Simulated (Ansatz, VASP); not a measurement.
Two plane-wave programs on Ta2N

INCAR

```
SYSTEM = Ta2N
  PREC = Accurate
  ENCUT = 520
  EDIFF = 1E-6
  ISMEAR = 0
  SIGMA = 0.15
  LREAL = .False.
  LASPH = .True.
  NELM = 100
  ALGO = Normal
  ISIF = 2
  LWAVE = .False.
  LCHARG = .True.
  GGA = CA
  LELF = .True.
  LVHAR = .True.
  NBANDS = 50
```

File KPOINTS:

```
regular mesh
0
Gamma
  9 9 8
  0 0 0
```

POSCAR

```
Ta2N
1.0
    5.1609728685      0.0000000000      0.0000000000
   -2.5804864342      4.4695336123      0.0000000000
    0.0000000000      0.0000000000      5.0128529472
Ta N
6 3
Direct
    0.7147405334      0.7147405334      0.7526041962
    0.0000000000      0.2852594666      0.7526041962
    0.2852594666      0.0000000000      0.7526041962
    0.2852594666      0.2852594666      0.2473958038
    0.0000000000      0.7147405334      0.2473958038
    0.7147405334      0.0000000000      0.2473958038
    0.6666666667      0.3333333333      0.5000000000
    0.3333333333      0.6666666667      0.5000000000
    0.0000000000      0.0000000000      0.0000000000
```

Input for Ansatz:

```yaml
crystal:
  lattice:
    - [5.1609728685, 0.0, 0.0]
    - [-2.5804864342, 4.4695336123, 0.0]
    - [0.0, 0.0, 5.0128529472]
  atoms:
    - { symbol: Ta, position: [0.7147405334, 0.7147405334, 0.7526041962] }
    - { symbol: Ta, position: [0.0, 0.2852594666, 0.7526041962] }
    - { symbol: Ta, position: [0.2852594666, 0.0, 0.7526041962] }
    - { symbol: Ta, position: [0.2852594666, 0.2852594666, 0.2473958038] }
    - { symbol: Ta, position: [0.0, 0.7147405334, 0.2473958038] }
    - { symbol: Ta, position: [0.7147405334, 0.0, 0.2473958038] }
    - { symbol: "N", position: [0.6666666667, 0.3333333333, 0.5] }
    - { symbol: "N", position: [0.3333333333, 0.6666666667, 0.5] }
    - { symbol: "N", position: [0.0, 0.0, 0.0] }
basis:
  ecutwfc: 520.0
kpoints:
  mp_grid: { grid: [9, 9, 8] }
hamiltonian:
  xc: lda
  pseudopotentials: { kind: paw, azcp: { folder: soft_1 } }
scf:
  occupations: { method: gaussian, width: 0.15 }
output:
  forces: true
  stress: true
  eigenvalues: true
```

Alike in both runs: task single point; functional LDA; k mesh 9 × 9 × 8; occupations gaussian, width 0.15 eV; no spin polarisation.

|  | VASP | Ansatz |
| --- | --- | --- |
| version | VASP 6.6.1 | Ansatz 0.2.0 |
| potentials or method | VASP PAW LDA potentials, release 64 (Ta_pv, N), cutoff 520 eV | scalar-relativistic, plane waves, PAW |
| valence electrons in the cell | 81 | 93 |

```csv
,VASP,Ansatz,Ansatz less VASP
gap on the k mesh at the Fermi level (eV),none,none,-
rms of the force components (eV/Å),4.862,4.809,-0.0524
```

Ansatz warns that its potentials were made for another functional, while VASP's fit it. LDA's correlation is that of Perdew and Zunger in VASP and of Perdew and Wang (1992) in Ansatz. Atom by atom the forces differ by 0.052 eV/Å (rms over components). A gap of «none» marks a metal or a gap that the smearing closes. VASP's potentials hold 81 valence electrons a cell and Ansatz's 93, so a difference there can come from the potentials and not from the codes.

Neither program's run includes spin-orbit coupling.
